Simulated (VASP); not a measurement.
# Ca2AlB2 (Immm) in VASP: single point with r2SCAN

Aim: the single point of Ca2AlB2 with r2SCAN.

All numbers are computed with VASP 6.6.1; they aren't measurements. Logs are shortened: lines on timing, memory, paths and dates and some standing lists are left out, and cuts for length are marked.

### 1 The cell of the first run

It takes space group Immm (No. 71, orthorhombic). Conventional cell: a = 3.728 Å, b = 5.291 Å, c = 7.974 Å, α = 90.00°, β = 90.00°, γ = 90.00°. B (site symmetry m2m) has 1 B at 2.22 Å and 2 Al at 2.41 Å and 6 Ca at 2.75 to 2.77 Å within 2.9 Å. Within 3.8 Å of Ca (site symmetry mm2) lie 6 B at 2.75 to 2.77 Å and 4 Al at 2.96 to 3.14 Å and 7 Ca at 3.29 to 3.73 Å. Al (site symmetry mmm) has 4 B at 2.41 Å and 8 Ca at 2.96 to 3.14 Å within 3.2 Å.

### 2 Single point, r2SCAN

POSCAR reads:

```
Ca2AlB2
1.0
    0.0000000000      0.0000000000      3.7280480000
    3.9871710000     -2.6455340000      1.8640240000
    3.9871710000      2.6455340000     -1.8640240000
B Ca Al
2 2 1
Direct
    0.7898000000      0.7102000000      0.2898000000
    0.2102000000      0.2898000000      0.7102000000
    0.5000000000      0.7114500000      0.7114500000
    0.5000000000      0.2885500000      0.2885500000
    0.0000000000      0.0000000000      0.0000000000
```

INCAR.step1 reads:

```
PREC     = Accurate       # precision mode
ENCUT    = 520            # plane-wave cutoff, eV
ISMEAR   = 0              # smearing method
SIGMA    = 0.2734         # smearing width, eV
LREAL    = F              # projectors in reciprocal space
LASPH    = T              # aspherical terms in the spheres
NELM     = 60             # most SCF steps
NBANDS   = 22             # bands
GGA      = PE             # functional
ALGO     = Normal         # electronic algorithm
EDIFF    = 1E-4           # SCF threshold, eV
LWAVE    = T              # write WAVECAR
LCHARG   = F              # write CHGCAR
```

INCAR.step2 reads:

```
PREC     = Accurate       # precision mode
ENCUT    = 520            # plane-wave cutoff, eV
EDIFF    = 1E-6           # SCF threshold, eV
ISMEAR   = 0              # smearing method
SIGMA    = 0.2734         # smearing width, eV
LREAL    = F              # projectors in reciprocal space
LASPH    = T              # aspherical terms in the spheres
NELM     = 60             # most SCF steps
ALGO     = Normal         # electronic algorithm
ISIF     = 2              # what is computed and relaxed
LWAVE    = F              # write WAVECAR
LCHARG   = F              # write CHGCAR
METAGGA  = R2SCAN         # meta-GGA
LMIXTAU  = T            
NBANDS   = 22             # bands
ISTART   = 1
```

KPOINTS reads:

```
Automatic mesh
0
Gamma
  8 8 8
```

Potentials or basis: VASP PAW PBE potentials, release 64 (B, Ca_sv, Al).

Launch:

```
cat potpaw_PBE.64/B/POTCAR potpaw_PBE.64/Ca_sv/POTCAR potpaw_PBE.64/Al/POTCAR > POTCAR
cp INCAR.step1 INCAR
mpirun -np 1 vasp_std > vasp.out
cp INCAR.step2 INCAR
mpirun -np 1 vasp_std > vasp.out
```

OUTCAR:

```text
PREC = Accurate
   ENCUT = 520
   EDIFF = 1E-6
   ISMEAR = 0
   LREAL = F
   LASPH = T
   NELM = 60
   ISIF = 2
   METAGGA = R2SCAN
   ISTART = 1

 ion  position               nearest neighbor table
   1  0.790  0.710  0.290-   5 2.41   5 2.41
   2  0.210  0.290  0.710-   5 2.41   5 2.41
   3  0.500  0.711  0.711-   5 2.96   5 2.96   5 3.14   5 3.14
   4  0.500  0.289  0.289-   5 2.96   5 2.96   5 3.14   5 3.14
   5  0.000  0.000  0.000-   1 2.41   2 2.41   1 2.41   2 2.41   4 2.96   3 2.96   3 2.96   4 2.96
                             3 3.14   4 3.14   3 3.14   4 3.14

  LATTYP: Found a body centered orthorhombic cell.
 ALAT       =     3.7280480000
 B/A-ratio  =     1.4192596233
 C/A-ratio  =     2.1390126951

  Lattice vectors:

 A1 = (  -3.9871710000,   2.6455340000,  -1.8640240000)
 A2 = (  -3.9871710000,  -2.6455340000,   1.8640240000)
 A3 = (   3.9871710000,   2.6455340000,   1.8640240000)

Analysis of symmetry for initial positions (statically):
=====================================================================
 Subroutine PRICEL returns:
 Original cell was already a primitive cell.

 Routine SETGRP: Setting up the symmetry group for a
 body centered orthorhombic supercell.

 Subroutine GETGRP returns: Found  8 space group operations
 (whereof  8 operations were pure point group operations)
 out of a pool of  8 trial point group operations.

The static configuration has the point symmetry D_2h.

Analysis of symmetry for dynamics (positions and initial velocities):
=====================================================================
 Subroutine PRICEL returns:
 Original cell was already a primitive cell.

 Routine SETGRP: Setting up the symmetry group for a
 body centered orthorhombic supercell.

 Subroutine GETGRP returns: Found  8 space group operations
 (whereof  8 operations were pure point group operations)
 out of a pool of  8 trial point group operations.

The dynamic configuration has the point symmetry D_2h.

 Subroutine INISYM returns: Found  8 space group operations
 (whereof  8 operations are pure point group operations),
 and found     1 'primitive' translations

----------------------------------------------------------------------------------------

                                     Primitive cell

  volume of cell :      78.6484

  direct lattice vectors                    reciprocal lattice vectors
     0.000000000  0.000000000  3.728048000     0.000000000  0.188997760  0.268236890
     3.987171000 -2.645534000  1.864024000     0.125402196 -0.188997760  0.000000000
     3.987171000  2.645534000 -1.864024000     0.125402196  0.188997760  0.000000000

  length of vectors
     3.728048000  5.135267101  5.135267101     0.328132873  0.226816807  0.226816807

  position of ions in fractional coordinates (direct lattice)
     0.789800000  0.710200000  0.289800000
     0.210200000  0.289800000  0.710200000
     0.500000000  0.711450000  0.711450000
     0.500000000  0.288550000  0.288550000
     0.000000000  0.000000000  0.000000000

  ion indices of the primitive-cell ions
   primitive index   ion index
                 1           1
                 2           2
                 3           3
                 4           4
                 5           5

----------------------------------------------------------------------------------------

 KPOINTS: Automatic mesh

Automatic generation of k-mesh.
 Grid dimensions read from file:
 generate k-points for:    8    8    8

 Generating k-lattice:

  Cartesian coordinates                     Fractional coordinates (reciprocal lattice)
     0.000000000  0.023624720  0.033529611     0.125000000  0.000000000  0.000000000
     0.015675275 -0.023624720  0.000000000     0.000000000  0.125000000  0.000000000
     0.015675275  0.023624720  0.000000000     0.000000000  0.000000000  0.125000000

  Length of vectors
     0.041016609  0.028352101  0.028352101

  Shift w.r.t. Gamma in fractional coordinates (k-lattice)
     0.000000000  0.000000000  0.000000000

 Subroutine IBZKPT returns following result:
 ===========================================

 Found     95 irreducible k-points:

 Following reciprocal coordinates:
            Coordinates               Weight
  0.000000  0.000000  0.000000      1.000000
  0.125000  0.000000  0.000000      4.000000
  0.250000  0.000000  0.000000      4.000000
  0.375000  0.000000  0.000000      4.000000
  0.500000  0.000000  0.000000      2.000000
  0.000000  0.125000  0.000000      4.000000
[... 16 lines left out ...]
  0.125000  0.375000  0.000000      8.000000
  0.250000  0.375000  0.000000      8.000000
 [... further k-points ...]
   k-points           NKPTS =     95   k-points in BZ     NKDIM =     95   number of bands    NBANDS=     22
   number of dos      NEDOS =    301   number of ions     NIONS =      5
   total plane-waves  NPLWV =  44800
   dimension x,y,z NGX =    28 NGY =   40 NGZ =   40
   dimension x,y,z NGXF=    56 NGYF=   80 NGZF=   80
   ions per type =               2   2   1
   NGX,Y,Z   is equivalent  to a cutoff of  12.49, 12.95, 12.95 a.u.
   NGXF,Y,Z  is equivalent  to a cutoff of  24.97, 25.90, 25.90 a.u.
 SYSTEM =  unknown system
   PREC   = accura    normal or accurate (medium, high low for compatibility)
   ISTART =      1    job   : 0-new  1-cont  2-samecut
   ICHARG =      0    charge: 1-file 2-atom 10-const
   ISPIN  =      1    spin polarized calculation?
   LNONCOLLINEAR =      F non collinear calculations
   LSORBIT =      F    spin-orbit coupling
   LASPH  =      T    aspherical Exc in radial PAW
   ENCUT  =  520.0 eV  38.22 Ry    6.18 a.u.   6.93  9.55  9.55*2*pi/ulx,y,z
   NELM   =     60;   NELMIN=  2; NELMDL=  0     # of ELM steps
   EDIFF  = 0.1E-05   stopping-criterion for ELM
   LREAL  =      F    real-space projection
   EDIFFG = 0.1E-04   stopping-criterion for IOM
   NSW    =      0    number of steps for IOM
   IBRION =     -1    ionic relax: 0-MD 1-quasi-New 2-CG
   NFREE  =      0    steps in history (QN), initial steepest desc. (CG)
   ISIF   =      2    stress and relaxation
   ISYM   =      2    0-nonsym 1-usesym 2-fastsym
   POTIM  = 0.5000    time-step for ionic-motion
   TEBEG  =    0.0;   TEEND  =   0.0 temperature during run
   PSTRESS=    0.0 pullay stress
   NELECT =      29.0000    total number of electrons
   NUPDOWN=      -1.0000    fix difference up-down
   EMIN   =  10.00;   EMAX   =-10.00  energy-range for DOS
   EFERMI =   0.00;   METHOD = LEGACY
   ISMEAR =     0;   SIGMA  =   0.27  broadening in eV -4-tet -1-fermi 0-gaus
   EFERMI_NEDOS =   21; number of points for ismear=-14 and -15
   IALGO  =     38    algorithm
   IMIX   =      4    mixing-type and parameters
     AMIX     =   0.40;   BMIX     =  1.00
     AMIX_MAG =   1.60;   BMIX_MAG =  1.00
  volume/ion in A,a.u.               =      15.73       106.15
  Fermi-wavevector in a.u.,A,eV,Ry     =   1.173936  2.218417 18.750525  1.378125
  Thomas-Fermi vector in A             =   2.310341
   LORBIT       =      0    0 simple, 1 ext, 2 COOP (PROOUT), +10 PAW based schemes
   METAGGA = R2SCAN    functional components
   LHFCALC =     F    Hartree Fock is set to
   AEXX    =    0.0000 exact exchange contribution
   IVDW    =     0    specifies the selected vdW correction
   LEPSILON=     F    determine dielectric tensor
   LRPA    =     F    only Hartree local field effects (RPA)
 non-spin polarized calculation
 Gauss-broadening in eV      SIGMA  =   0.27
  energy-cutoff  :      520.00
  volume of cell :       78.65
 maximum number of plane-waves:      2142
   NGX = 13   NGY = 19   NGZ = 19

 number of electron      29.0000001 magnetization

 Free energy of the ion-electron system (eV)
  ---------------------------------------------------
  ext. energy  EPLUGINS =         0.00000000
  ---------------------------------------------------
  free energy    TOTEN  =       -34.01420539 eV

  energy without entropy =      -33.89352317  energy(sigma->0) =      -33.95386428

 E-fermi :   4.9600     XC(G=0): -10.9002

 val. band max:        4.9441327334   @ k =   0.1250   0.2500   0.1250
 cond. band min:       4.9635485532   @ k =   0.5000   0.2500   0.1250
 fundamental gap:      0.0194158197
 Fermi energy:         4.9599908257

 k-point     1 :       0.0000    0.0000    0.0000
  band No.  band energies     occupation
      1     -36.5674      2.00000
      2     -36.4635      2.00000
      3     -17.0565      2.00000
      4     -16.8063      2.00000
      5     -16.7635      2.00000
      6     -16.7082      2.00000
[... 14 lines left out ...]
     21      10.8920      0.00000
     22      11.3241      0.00000

 k-point     2 :       0.1250    0.0000    0.0000
  band No.  band energies     occupation
      1     -36.5594      2.00000
      2     -36.4682      2.00000
      3     -17.0240      2.00000
      4     -16.8170      2.00000
      5     -16.7753      2.00000
      6     -16.6904      2.00000
[... 14 lines left out ...]
     21      10.5932      0.00000
     22      11.4324      0.00000

 k-point     3 :       0.2500    0.0000    0.0000
  band No.  band energies     occupation
      1     -36.5400      2.00000
      2     -36.4797      2.00000
      3     -16.9880      2.00000
      4     -16.8701      2.00000
      5     -16.7866      2.00000
      6     -16.7546      2.00000
[... 14 lines left out ...]
     21      10.9355      0.00000
     22      11.0309      0.00000
[... 476 lines left out ...]
 k-point    23 :       0.1250    0.3750    0.0000
  band No.  band energies     occupation
      1     -36.5462      2.00000
      2     -36.4812      2.00000
      3     -17.0048      2.00000
      4     -16.8472      2.00000
      5     -16.7631      2.00000
      6     -16.7142      2.00000
[... 14 lines left out ...]
     21      10.2344      0.00000
     22      10.9270      0.00000

 k-point    24 :       0.2500    0.3750    0.0000
  band No.  band energies     occupation
      1     -36.5422      2.00000
      2     -36.4773      2.00000
      3     -16.9945      2.00000
      4     -16.8500      2.00000
      5     -16.8054      2.00000
      6     -16.7394      2.00000
[... 14 lines left out ...]
     21      10.6304      0.00000
     22      11.1569      0.00000

 [... further k-points ...]
[... 5 lines left out ...]
  --------------------------------------------------------------------------------------
  -------------------------------------------------------------------------------------
  Total        8.6754723     -1.4716930      2.6595317      0.0000000      0.0000000      0.0000000
  in kB      176.7315186    -29.9804469     54.1783852      0.0000000      0.0000000      0.0000000
  external PRESSURE =      66.9764856 kB  Pullay stress =       0.0000000 kB

 VOLUME and BASIS-vectors are now :
 -----------------------------------------------------------------------------
  energy-cutoff  :      520.00
  volume of cell :       78.65
      direct lattice vectors                 reciprocal lattice vectors
     0.000000000  0.000000000  3.728048000     0.000000000  0.188997760  0.268236890
     3.987171000 -2.645534000  1.864024000     0.125402196 -0.188997760  0.000000000
     3.987171000  2.645534000 -1.864024000     0.125402196  0.188997760  0.000000000

 POSITION                                       TOTAL-FORCE (eV/Angst)
 -----------------------------------------------------------------------------------
      3.98717     -1.11218      3.72805        -0.000000      0.966200     -0.000000
      3.98717      1.11218      0.00000        -0.000000     -0.966200     -0.000000
      5.67335      0.00000      1.86402        -0.814190     -0.000000      0.000000
      2.30100      0.00000      1.86402         0.814190     -0.000000      0.000000
      0.00000      0.00000      0.00000        -0.000000     -0.000000      0.000000
 -----------------------------------------------------------------------------------
    total drift:                                0.000000     -0.000000      0.000000

  FREE ENERGIE OF THE ION-ELECTRON SYSTEM (eV)
  ---------------------------------------------------
  free  energy   TOTEN  =       -34.0142053870 eV

  energy  without entropy=      -33.8935231719  energy(sigma->0) =      -33.95386428
```

Run time: 9.6 min. Hardware: 1 thread of Intel Xeon Platinum 8259CL at 2.50GHz (Skylake/Cascade Lake), shared host; peak memory 0.32 GiB.

What came out:

```
Free energy            : -34.0142 eV
Pressure               : 6.7 GPa
Largest force          : 0.966 eV/Å
Band gap on the k mesh : zero (an odd number of electrons rules out a gap without spin polarisation)
```

Forces on the atoms (eV/Å):
```
B    0.000  0.966  0.000
B    0.000 -0.966  0.000
Ca  -0.814  0.000  0.000
Ca   0.814  0.000  0.000
Al   0.000  0.000  0.000
```

Levels at points of the mesh, in eV from the Fermi level:
```csv
k point,band 11,band 12,band 13,band 14,band 15,band 16,band 17,band 18
"(0.00, 0.00, 0.00)",-3.69,-1.45,-1.06,-0.57,0.48,0.63,0.83,3.87
"(0.50, 0.00, 0.00)",-5.19,-3.10,-0.85,-0.69,0.15,0.46,1.58,3.23
"(0.00, 0.50, 0.00)",-2.07,-1.62,-0.71,-0.25,-0.04,1.35,1.96,2.38
"(0.50, 0.50, 0.00)",-4.12,-3.07,-2.04,-1.11,-0.63,0.19,0.99,3.86
"(0.00, 0.50, 0.50)",-4.86,-4.18,-0.61,0.27,0.46,2.12,3.57,3.80
```

Caveat: the cell stands under pressure; the PAW data sets were made with another functional, which shifts forces and pressure a little.
